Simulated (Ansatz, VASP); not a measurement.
## AlNi: VASP beside Ansatz

INCAR

```
PREC     = Accurate       # precision mode
ENCUT    = 520            # plane-wave cutoff, eV
EDIFF    = 1E-6           # SCF threshold, eV
ISMEAR   = -1             # smearing method
SIGMA    = 0.1            # smearing width, eV
LREAL    = False          # projectors in reciprocal space
LASPH    = True           # aspherical terms in the spheres
NELM     = 150            # most SCF steps
ALGO     = Normal         # electronic algorithm
ISIF     = 2              # what is computed and relaxed
LWAVE    = False          # write WAVECAR
LCHARG   = True           # write CHGCAR
ISPIN    = 2              # spin polarisation
MAGMOM   = 0 1            # initial moments
LORBIT   = 11             # projections on sites
LMAXMIX  = 4              # l up to which the mixer works
LELF     = True           # ELF
LVHAR    = True         
NBANDS   = 18             # bands
```

Contents of KPOINTS:

```
Automatic mesh
0
Gamma
  7 7 7
```

Contents of POSCAR:

```
AlNi
1.0
    2.8691800000     -0.0578400000      0.0015600000
   -0.0578400000      2.9876700000     -0.0504200000
    0.0015600000     -0.0504200000      2.8739200000
Al Ni
1 1
Direct
    0.9977500000      0.0111100000      0.9934100000
    0.5052633545      0.4938449772      0.5032985828
```

Input for Ansatz:

```yaml
crystal:
  lattice:
    - [2.86918, -0.05784, 0.00156]
    - [-0.05784, 2.98767, -0.05042]
    - [0.00156, -0.05042, 2.87392]
  atoms:
    - { symbol: Al, position: [0.99775, 0.01111, 0.99341] }
    - { symbol: Ni, position: [0.5052633545099359, 0.49384497721310855, 0.5032985828130391], spin: 1.0 }
basis:
  ecutwfc: 540.0
  xc_grid: 2
kpoints:
  mp_grid:
    grid: [7, 7, 7]
hamiltonian:
  xc: lda
magnetization:
  spin_polarized: true
scf:
  convergence:
    dr2_threshold: 1.0e-09
  occupations:
    method: fermi_dirac
    width: 0.1
output:
  forces: true
  stress: true
```

Alike in both runs: task single point; functional LDA; k mesh 7 × 7 × 7; occupations fermi-dirac, width 0.1 eV; collinear spin.

|  | VASP | Ansatz |
| --- | --- | --- |
| version | VASP 6.6.1 | Ansatz 0.2.0 |
| potentials or method | VASP PAW LDA potentials, release 64 (Al, Ni), cutoff 520 eV | plane waves, PAW |
| valence electrons in the cell | 13 | 21 |

```tsv
	VASP	Ansatz	Ansatz less VASP
pressure (GPa)	-11.6	-11.9	-0.29
traceless stress, the component that is largest in VASP (GPa)	3.74	3.71	-0.030
rms of the force components (eV/Å)	0.131	0.129	-0.0019
net moment per atom (μB)	0.00	0.00	0.000
```

LDA's correlation is that of Perdew and Zunger in VASP and of Perdew and Wang (1992) in Ansatz. Atom by atom the forces differ by 0.002 eV/Å (rms over components). VASP's potentials hold 13 valence electrons a cell and Ansatz's 21, so a difference there can come from the potentials and not from the codes. Ansatz's warnings: seeded moment not kept, stress scf threshold loose.
